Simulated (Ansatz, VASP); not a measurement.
One calculation of PbS, two programs

File INCAR:

```
PREC = Accurate
ENCUT = 520
EDIFF = 1E-7
ISMEAR = 0
SIGMA = 0.03
LREAL = F
LASPH = T
NELM = 60
ALGO = Normal
ISIF = 2
LWAVE = F
LCHARG = T
GGA = PE
LELF = T
LVHAR = T
NBANDS = 17
```

Contents of KPOINTS:

```
regular mesh
0
Gamma
  10 10 10
```

POSCAR

```
PbS
1.0
    0.0000000000      2.9650000000      2.9650000000
    2.9650000000      0.0000000000      2.9650000000
    2.9650000000      2.9650000000      0.0000000000
Pb S
1 1
Direct
    0.0000000000      0.0000000000      0.0000000000
    0.5210792580      0.5210792580      0.4789207420
```

Input for Ansatz:

```yaml
crystal:
  lattice:
    - [0.0, 2.965, 2.965]
    - [2.965, 0.0, 2.965]
    - [2.965, 2.965, 0.0]
  atoms:
    - { symbol: Pb, position: [0.0, 0.0, 0.0] }
    - { symbol: S, position: [0.521079258, 0.521079258, 0.478920742] }
basis:
  ecutwfc: 420
kpoints:
  mp_grid: { grid: [10, 10, 10] }
hamiltonian:
  xc: pbe
scf:
  occupations: { method: gaussian, width: 0.03 }
output:
  forces: true
  stress: true
  eigenvalues: true
```

Change from the starting cell: all S atoms moved +0.125 Å, as atom 2 along Cartesian [0 0 1].

Alike in both runs: task single point; functional PBE; k mesh 10 × 10 × 10; occupations gaussian, width 0.03 eV; no spin polarisation.

```csv
,VASP,Ansatz
version,VASP 6.6.1,Ansatz 0.2.0
potentials or method,"VASP PAW PBE potentials, release 64 (Pb_d, S), cutoff 520 eV","scalar-relativistic, plane waves, PAW"
valence electrons in the cell,20,20
```

VASP gave:

```
gap on the k mesh at the Fermi level (eV)                     : 0.52
least direct gap on the mesh (eV)                             : 0.52
pressure (GPa)                                                : 2.4
traceless stress, the component that is largest in VASP (GPa) : 0.44
rms of the force components (eV/Å)                            : 0.056
```

Problem. Estimate Ansatz's values.

Solution. gap on the k mesh at the Fermi level (eV): 0.52; least direct gap on the mesh (eV): 0.52; pressure (GPa): 2.5; traceless stress, the component that is largest in VASP (GPa): 0.44; rms of the force components (eV/Å): 0.056.

Atom by atom the forces differ by 0.001 eV/Å (rms over components). With one functional, cell and mesh, what is left measures potentials, basis and numerics.

Neither program's run includes spin-orbit coupling.
